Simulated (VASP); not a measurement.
Input of a VASP 6.6.1 run:

POSCAR

```
RbBr
1.0
    4.1279266285      0.0000000000      0.0000000000
    0.0000000000      4.1279266285      0.0000000000
    0.0000000000      0.0000000000      4.1279266285
Rb Br
1 1
Direct
    0.0000000000      0.0000000000      0.0000000000
    0.5000000000      0.5000000000      0.5000000000
```

The input INCAR.step1:

```
PREC = Accurate
ENCUT = 520
EDIFF = 1E-5
ISMEAR = -1
SIGMA = 0.001
LREAL = F
LASPH = T
NELM = 80
ALGO = Normal
ISIF = 2
LWAVE = T
NBANDS = 15
GGA = PE
```

Contents of INCAR.step2:

```
PREC = Accurate
ENCUT = 520
EDIFF = 1E-6
ISMEAR = -1
SIGMA = 0.001
LREAL = F
LASPH = T
NELM = 80
ALGO = Normal
ISIF = 2
LWAVE = F
LCHARG = T
GGA = PE
LHFCALC = T
HFSCREEN = 0.2079
PRECFOCK = Normal
LELF = T
LVHAR = T
NBANDS = 15
ISTART = 1
```

Contents of KPOINTS:

```
regular mesh
0
Gamma
  4 4 4
```

Potentials or basis: VASP PAW PBE potentials, release 64 (Rb_sv, Br).

Launch:

```bash
$ cat potpaw_PBE.64/Rb_sv/POTCAR potpaw_PBE.64/Br/POTCAR > POTCAR
$ cp INCAR.step1 INCAR
$ mpirun -np 1 vasp_std > vasp.out
$ cp INCAR.step2 INCAR
$ mpirun -np 1 vasp_std > vasp.out
```

Question: What does it give for the band gap on the k mesh?

Answer: 5.26 eV, indirect (least direct gap 5.42 eV).

Question: What does it give for the pressure?

Answer: 0.4 GPa.

Caveat: the PAW data sets were made with another functional, which shifts forces and pressure a little. A k mesh can miss the band edges.
